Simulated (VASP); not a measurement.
# CoO (R-3m) in VASP: notebook

CoO is run at these levels: PBEsol; tasks: single point.

Everything below comes from runs of VASP 6.6.1. Logs are shortened: lines on timing, memory, paths and dates and some standing lists are left out, and cuts for length are marked.

**1. The cell of the first run**

Symmetry: R-3m, No. 166, trigonal system. Conventional cell: a = 3.072 Å, b = 3.072 Å, c = 6.773 Å, α = 90.00°, β = 90.00°, γ = 120.00°. Co (site symmetry -3m) has 6 O at 2.10 Å and 6 Co at 2.87 Å within 2.9 Å. O (site symmetry -3m) has 6 Co at 2.10 Å and 6 O at 2.87 Å within 2.9 Å.

**2. Single point, PBEsol, collinear spin, ferromagnetic start (9.23 Å³/atom)**

File INCAR:

```
PREC = Accurate
ENCUT = 520
EDIFF = 1E-6
ISMEAR = 0
SIGMA = 0.1
LREAL = False
LASPH = True
NELM = 150
ALGO = Normal
ISIF = 2
LWAVE = False
LCHARG = False
ISPIN = 2
MAGMOM = 2.55 0.32
LORBIT = 11
LMAXMIX = 4
GGA = PS
NBANDS = 18
```

File KPOINTS:

```
Automatic mesh
0
Gamma
  18 18 18
```

File POSCAR:

```
CoO
1.0
    1.5359395010      0.8867750843      2.2578275784
   -1.5359395010      0.8867750843      2.2578275784
    0.0000000000     -1.7735501688      2.2578275783
Co O
1 1
Direct
    0.0000000000      0.0000000000      0.0000000000
    0.5000000000      0.5000000000      0.5000000000
```

Potentials or basis: VASP PAW PBE potentials, release 64 (Co, O).

Command:

```bash
$ cat potpaw_PBE.64/Co/POTCAR potpaw_PBE.64/O/POTCAR > POTCAR
$ mpirun -np 1 vasp_std > vasp.out
```

OUTCAR:

```text
PREC = Accurate
   ENCUT = 520
   EDIFF = 1E-6
   ISMEAR = 0
   LREAL = False
   LASPH = True
   NELM = 150
   ISIF = 2
   ISPIN = 2
   LORBIT = 11
   GGA = PS

 ion  position               nearest neighbor table
   1  0.000  0.000  0.000-   2 2.10   2 2.10   2 2.10   2 2.10   2 2.10   2 2.10
   2  0.500  0.500  0.500-   1 2.10   1 2.10   1 2.10   1 2.10   1 2.10   1 2.10

  LATTYP: Found a trigonal (rhomboedric) cell.
 ALAT       =     2.8711087710
 COS(alpha) =     0.4276272845

  Lattice vectors:

 A1 = (   1.5359395010,   0.8867750843,   2.2578275784)
 A2 = (  -1.5359395010,   0.8867750843,   2.2578275784)
 A3 = (   0.0000000000,  -1.7735501688,   2.2578275783)

Analysis of symmetry for initial positions (statically):
=====================================================================
 Subroutine PRICEL returns:
 Original cell was already a primitive cell.

 Routine SETGRP: Setting up the symmetry group for a
 trigonal (rhombohedral) supercell.

 Subroutine GETGRP returns: Found 12 space group operations
 (whereof 12 operations were pure point group operations)
 out of a pool of 12 trial point group operations.

The static configuration has the point symmetry D_3d.

Analysis of symmetry for dynamics (positions and initial velocities):
=====================================================================
 Subroutine PRICEL returns:
 Original cell was already a primitive cell.

 Routine SETGRP: Setting up the symmetry group for a
 trigonal (rhombohedral) supercell.

 Subroutine GETGRP returns: Found 12 space group operations
 (whereof 12 operations were pure point group operations)
 out of a pool of 12 trial point group operations.

The dynamic configuration has the point symmetry D_3d.

Analysis of structural, dynamic, and magnetic symmetry:
=====================================================================
 Subroutine PRICEL returns:
 Original cell was already a primitive cell.

 Routine SETGRP: Setting up the symmetry group for a
 trigonal (rhombohedral) supercell.

 Subroutine GETGRP returns: Found 12 space group operations
 (whereof 12 operations were pure point group operations)
 out of a pool of 12 trial point group operations.

The overall configuration has the point symmetry D_3d.

 Subroutine INISYM returns: Found 12 space group operations
 (whereof 12 operations are pure point group operations),
 and found     1 'primitive' translations

----------------------------------------------------------------------------------------

                                     Primitive cell

  volume of cell :      18.4514

  direct lattice vectors                    reciprocal lattice vectors
     1.535939501  0.886775084  2.257827578     0.325533655  0.187946943  0.147634539
    -1.535939501  0.886775084  2.257827578    -0.325533655  0.187946943  0.147634539
     0.000000000 -1.773550169  2.257827578     0.000000000 -0.375893887  0.147634539

  length of vectors
     2.871108771  2.871108771  2.871108771     0.403846718  0.403846718  0.403846718

  position of ions in fractional coordinates (direct lattice)
     0.000000000  0.000000000  0.000000000
     0.500000000  0.500000000  0.500000000

  ion indices of the primitive-cell ions
   primitive index   ion index
                 1           1
                 2           2

----------------------------------------------------------------------------------------

 KPOINTS: Automatic mesh

Automatic generation of k-mesh.
 Grid dimensions read from file:
 generate k-points for:   18   18   18

 Generating k-lattice:

  Cartesian coordinates                     Fractional coordinates (reciprocal lattice)
     0.018085203  0.010441497  0.008201919     0.055555556  0.000000000  0.000000000
    -0.018085203  0.010441497  0.008201919     0.000000000  0.055555556  0.000000000
     0.000000000 -0.020882994  0.008201919     0.000000000  0.000000000  0.055555556

  Length of vectors
     0.022435929  0.022435929  0.022435929

  Shift w.r.t. Gamma in fractional coordinates (k-lattice)
     0.000000000  0.000000000  0.000000000

 Subroutine IBZKPT returns following result:
 ===========================================

 Found    580 irreducible k-points:

 Following reciprocal coordinates:
            Coordinates               Weight
  0.000000  0.000000  0.000000      1.000000
  0.055556 -0.000000  0.000000      6.000000
  0.111111 -0.000000  0.000000      6.000000
  0.166667 -0.000000 -0.000000      6.000000
  0.222222  0.000000 -0.000000      6.000000
  0.277778  0.000000  0.000000      6.000000
[... 16 lines left out ...]
 -0.277778  0.055556  0.000000     12.000000
 -0.222222  0.055556  0.000000     12.000000
 [... further k-points ...]
   k-points           NKPTS =    580   k-points in BZ     NKDIM =    580   number of bands    NBANDS=     18
   number of dos      NEDOS =    301   number of ions     NIONS =      2
   total plane-waves  NPLWV =  13824
   dimension x,y,z NGX =    24 NGY =   24 NGZ =   24
   dimension x,y,z NGXF=    48 NGYF=   48 NGZF=   48
   ions per type =               1   1
   NGX,Y,Z   is equivalent  to a cutoff of  13.90, 13.90, 13.90 a.u.
   NGXF,Y,Z  is equivalent  to a cutoff of  27.79, 27.79, 27.79 a.u.
 SYSTEM =  unknown system
   PREC   = accura    normal or accurate (medium, high low for compatibility)
   ISTART =      0    job   : 0-new  1-cont  2-samecut
   ICHARG =      2    charge: 1-file 2-atom 10-const
   ISPIN  =      2    spin polarized calculation?
   LNONCOLLINEAR =      F non collinear calculations
   LSORBIT =      F    spin-orbit coupling
   LASPH  =      T    aspherical Exc in radial PAW
   ENCUT  =  520.0 eV  38.22 Ry    6.18 a.u.   5.34  5.34  5.34*2*pi/ulx,y,z
   NELM   =    150;   NELMIN=  2; NELMDL= -5     # of ELM steps
   EDIFF  = 0.1E-05   stopping-criterion for ELM
   LREAL  =      F    real-space projection
   EDIFFG = 0.1E-04   stopping-criterion for IOM
   NSW    =      0    number of steps for IOM
   IBRION =     -1    ionic relax: 0-MD 1-quasi-New 2-CG
   NFREE  =      0    steps in history (QN), initial steepest desc. (CG)
   ISIF   =      2    stress and relaxation
   ISYM   =      2    0-nonsym 1-usesym 2-fastsym
   POTIM  = 0.5000    time-step for ionic-motion
   TEBEG  =    0.0;   TEEND  =   0.0 temperature during run
   PSTRESS=    0.0 pullay stress
   NELECT =      15.0000    total number of electrons
   NUPDOWN=      -1.0000    fix difference up-down
   EMIN   =  10.00;   EMAX   =-10.00  energy-range for DOS
   EFERMI =   0.00;   METHOD = LEGACY
   ISMEAR =     0;   SIGMA  =   0.10  broadening in eV -4-tet -1-fermi 0-gaus
   EFERMI_NEDOS =   21; number of points for ismear=-14 and -15
   IALGO  =     38    algorithm
   IMIX   =      4    mixing-type and parameters
     AMIX     =   0.40;   BMIX     =  1.00
     AMIX_MAG =   1.60;   BMIX_MAG =  1.00
  volume/ion in A,a.u.               =       9.23        62.26
  Fermi-wavevector in a.u.,A,eV,Ry     =   1.527902  2.887315 31.762573  2.334483
  Thomas-Fermi vector in A             =   2.635734
   LORBIT       =     11    0 simple, 1 ext, 2 COOP (PROOUT), +10 PAW based schemes
   GGA     = PS    functional components
   LHFCALC =     F    Hartree Fock is set to
   AEXX    =    0.0000 exact exchange contribution
   IVDW    =     0    specifies the selected vdW correction
   LEPSILON=     F    determine dielectric tensor
   LRPA    =     F    only Hartree local field effects (RPA)
 spin polarized calculation
 Gauss-broadening in eV      SIGMA  =   0.10
  energy-cutoff  :      520.00
  volume of cell :       18.45
 maximum number of plane-waves:       509
 NGX is ok and might be reduce to    24
   NGX = 11   NGY = 11   NGZ = 11

 number of electron      15.0000005 magnetization       2.7907679

 Free energy of the ion-electron system (eV)
  ---------------------------------------------------
  ext. energy  EPLUGINS =         0.00000000
  ---------------------------------------------------
  free energy    TOTEN  =       -14.00392074 eV

  energy without entropy =      -13.98766791  energy(sigma->0) =      -13.99579432

 E-fermi :   8.4199     XC(G=0): -12.9376

 val. band max:        8.4198755567   @ k =   0.4444   0.3333   0.0000
 cond. band min:       8.4204662116   @ k =  -0.4444   0.4444   0.4444
 fundamental gap:      0.0005906549
 Fermi energy:         8.4199448696

 spin component 1

 k-point     1 :       0.0000    0.0000    0.0000
  band No.  band energies     occupation
      1     -12.1656      1.00000
      2       4.8785      1.00000
      3       4.8785      1.00000
      4       5.0023      1.00000
      5       5.0023      1.00000
      6       5.2678      1.00000
[... 10 lines left out ...]
     17      32.4568      0.00000
     18      33.9315      0.00000

 k-point     2 :       0.0556   -0.0000    0.0000
  band No.  band energies     occupation
      1     -12.1319      1.00000
      2       4.4147      1.00000
      3       4.4386      1.00000
      4       4.8524      1.00000
      5       5.1739      1.00000
      6       5.2331      1.00000
[... 10 lines left out ...]
     17      31.8374      0.00000
     18      34.4343      0.00000

 k-point     3 :       0.1111   -0.0000    0.0000
  band No.  band energies     occupation
      1     -12.0330      1.00000
      2       3.7470      1.00000
      3       3.9008      1.00000
      4       4.3679      1.00000
      5       5.2411      1.00000
      6       5.3996      1.00000
[... 412 lines left out ...]
 k-point    23 :      -0.2778    0.0556    0.0000
  band No.  band energies     occupation
      1     -11.3657      1.00000
      2       1.1302      1.00000
      3       2.6031      1.00000
      4       3.0557      1.00000
      5       5.6232      1.00000
      6       5.9093      1.00000
[... 10 lines left out ...]
     17      35.4554      0.00000
     18      37.0308      0.00000

 k-point    24 :      -0.2222    0.0556    0.0000
  band No.  band energies     occupation
      1     -11.5897      1.00000
      2       1.8251      1.00000
      3       2.9420      1.00000
      4       3.3547      1.00000
      5       5.5158      1.00000
      6       5.7514      1.00000
[... 10 lines left out ...]
     17      35.4524      0.00000
     18      36.8433      0.00000

 [... further k-points ...]

 spin component 2

 k-point     1 :       0.0000    0.0000    0.0000
  band No.  band energies     occupation
      1     -11.6736      1.00000
      2       5.4159      1.00000
      3       5.4159      1.00000
      4       6.0966      1.00000
      5       7.0190      1.00000
      6       7.0190      1.00000
[... 10 lines left out ...]
     17      33.3864      0.00000
     18      34.7374      0.00000

 k-point     2 :       0.0556   -0.0000    0.0000
  band No.  band energies     occupation
      1     -11.6391      1.00000
      2       5.1281      1.00000
      3       5.2873      1.00000
      4       5.9296      1.00000
      5       7.0727      1.00000
      6       7.1281      1.00000
[... 10 lines left out ...]
     17      32.7008      0.00000
     18      35.2536      0.00000

 k-point     3 :       0.1111   -0.0000    0.0000
  band No.  band energies     occupation
      1     -11.5379      1.00000
      2       4.4423      1.00000
      3       4.9795      1.00000
      4       5.5949      1.00000
      5       7.1915      1.00000
      6       7.3128      1.00000
[... 412 lines left out ...]
 k-point    23 :      -0.2778    0.0556    0.0000
  band No.  band energies     occupation
      1     -10.8528      1.00000
      2       1.7351      1.00000
      3       3.8169      1.00000
      4       4.3749      1.00000
      5       7.7212      1.00000
      6       7.9870      1.00000
[... 10 lines left out ...]
     17      35.9206      0.00000
     18      37.5942      0.00000

 k-point    24 :      -0.2222    0.0556    0.0000
  band No.  band energies     occupation
      1     -11.0832      1.00000
      2       2.4710      1.00000
      3       4.1268      1.00000
      4       4.6542      1.00000
      5       7.5860      1.00000
      6       7.8079      1.00000
[... 10 lines left out ...]
     17      35.9771      0.00000
     18      37.4484      0.00000

 [... further k-points ...]

------------------------ aborting loop because EDIFF is reached ----------------------------------------

  FORCE on cell =-STRESS in cart. coord.  units (eV):
  Direction    XX          YY          ZZ          XY          YZ          ZX
  --------------------------------------------------------------------------------------
  -------------------------------------------------------------------------------------
  Total       -0.6333151     -0.6333151     -0.5913962      0.0000000     -0.0000000      0.0000000
  in kB      -54.9921678    -54.9921678    -51.3522529      0.0000000     -0.0000000      0.0000000
  external PRESSURE =     -53.7788628 kB  Pullay stress =       0.0000000 kB

 VOLUME and BASIS-vectors are now :
 -----------------------------------------------------------------------------
  energy-cutoff  :      520.00
  volume of cell :       18.45
      direct lattice vectors                 reciprocal lattice vectors
     1.535939501  0.886775084  2.257827578     0.325533655  0.187946943  0.147634539
    -1.535939501  0.886775084  2.257827578    -0.325533655  0.187946943  0.147634539
     0.000000000 -1.773550169  2.257827578     0.000000000 -0.375893887  0.147634539

 POSITION                                       TOTAL-FORCE (eV/Angst)
 -----------------------------------------------------------------------------------
      0.00000      0.00000      0.00000         0.000000      0.000000      0.000000
      0.00000     -0.00000      3.38674         0.000000     -0.000000      0.000000
 -----------------------------------------------------------------------------------
    total drift:                               -0.000000      0.000000     -0.000000

  FREE ENERGIE OF THE ION-ELECTRON SYSTEM (eV)
  ---------------------------------------------------
  free  energy   TOTEN  =       -14.0039207421 eV

  energy  without entropy=      -13.9876679072  energy(sigma->0) =      -13.99579432

 total charge

# of ion       s       p       d       tot
------------------------------------------
    1        0.311   0.391   7.182   7.883
    2        1.552   3.413   0.000   4.965
--------------------------------------------------
tot          1.864   3.803   7.182  12.848

 magnetization (x)

# of ion       s       p       d       tot
------------------------------------------
    1        0.019   0.019   2.420   2.457
    2        0.030   0.255   0.000   0.285
--------------------------------------------------
tot          0.049   0.274   2.420   2.743
```

Wall time 5.4 min (1 thread of Oxide Virtual Turin-like, shared host); peak memory 0.36 GiB.

What came out:

```
Free energy                                           : -14.0039 eV
Pressure                                              : -5.4 GPa
Net moment                                            : 2.79 μB per cell
Site moments                                          : Co +2.46; O +0.28 μB
Valence electrons inside the program's atomic spheres : Co 7.88; O 4.96
```

Stress tensor (GPa, compression positive):
```
-5.50  0.00  0.00
 0.00 -5.50  0.00
 0.00  0.00 -5.14
```

Caveat: the cell stands under tension; the PAW data sets were made with another functional, which shifts forces and pressure a little; a cell with one magnetic atom can't hold antiferromagnetic order, which such compounds often take; semilocal functionals often make such compounds metallic where correlation or magnetic order opens a gap, which also shifts bond lengths.

**3. Single point, PBEsol, collinear spin, ferromagnetic start (9.49 Å³/atom)**

This run uses another cell than the first one, of 9.49 Å³/atom.

File INCAR:

```
PREC     = Accurate       # precision mode
ENCUT    = 520            # plane-wave cutoff, eV
EDIFF    = 1E-6           # SCF threshold, eV
ISMEAR   = 0              # smearing method
SIGMA    = 0.1            # smearing width, eV
LREAL    = False          # projectors in reciprocal space
LASPH    = True           # aspherical terms in the spheres
NELM     = 150            # most SCF steps
ALGO     = Normal         # electronic algorithm
ISIF     = 2              # what is computed and relaxed
LWAVE    = False          # write WAVECAR
LCHARG   = False          # write CHGCAR
ISPIN    = 2              # spin polarisation
MAGMOM   = 2.55 0.32      # initial moments
LORBIT   = 11             # projections on sites
LMAXMIX  = 4              # l up to which the mixer works
GGA      = PS             # functional
NBANDS   = 18             # bands
```

File KPOINTS:

```
regular mesh
0
Gamma
  18 18 18
```

File POSCAR:

```
CoO
1.0
    1.5425543272      0.8905941560      2.3037041067
   -1.5425543272      0.8905941560      2.3037041067
    0.0000000000     -1.7811883122      2.3037041066
Co O
1 1
Direct
    0.0000000000      0.0000000000      0.0000000000
    0.5000000000      0.5000000000      0.5000000000
```

Potentials or basis: VASP PAW PBE potentials, release 64 (Co, O).

Command:

```bash
$ cat potpaw_PBE.64/Co/POTCAR potpaw_PBE.64/O/POTCAR > POTCAR
$ mpirun -np 1 vasp_std > vasp.out
```

Run time: 11 min. Hardware: 1 thread of Oxide Virtual Turin-like, shared host; peak memory 0.36 GiB.

It converged, with:

```
Free energy                                           : -13.9799 eV
Pressure                                              : -9.5 GPa
Net moment                                            : 2.88 μB per cell
Site moments                                          : Co +2.53; O +0.31 μB
Valence electrons inside the program's atomic spheres : Co 7.83; O 4.95
```

Stress tensor (GPa, compression positive):
```
-9.58  0.00  0.00
 0.00 -9.58  0.00
 0.00  0.00 -9.28
```

Levels at points of the mesh, in eV from the Fermi level:
Spin up:
```csv
k point,band 7,band 8,band 9,band 10,band 11,band 12
"(0.00, 0.00, 0.00)",-3.17,-2.89,-2.88,0.97,16.56,17.32
"(0.50, 0.00, 0.00)",-1.83,0.01,0.17,5.07,9.04,13.26
"(0.50, 0.50, 0.00)",-2.40,-2.10,-2.08,5.83,9.68,11.71
"(0.50, 0.50, 0.50)",-1.59,0.22,0.22,4.46,10.42,12.14
```
Spin down:
```tsv
k point	band 4	band 5	band 6	band 7	band 8	band 9
(0.00, 0.00, 0.00)	-2.25	-1.29	-1.29	-0.94	-0.13	-0.13
(0.50, 0.00, 0.00)	-4.35	-0.34	-0.25	0.34	2.45	2.63
(0.50, 0.50, 0.00)	-3.56	-2.33	0.11	0.11	0.40	0.80
(0.50, 0.50, 0.50)	-5.18	0.03	0.03	0.34	2.72	2.72
```

Caveat: the cell stands under tension; the PAW data sets were made with another functional, which shifts forces and pressure a little; a cell with one magnetic atom can't hold antiferromagnetic order, which such compounds often take; semilocal functionals often make such compounds metallic where correlation or magnetic order opens a gap, which also shifts bond lengths. With open d or f shells a metallic result of PBEsol can be an artefact of self-interaction; +U or a hybrid may open a gap.

[end of part 1 of 2]
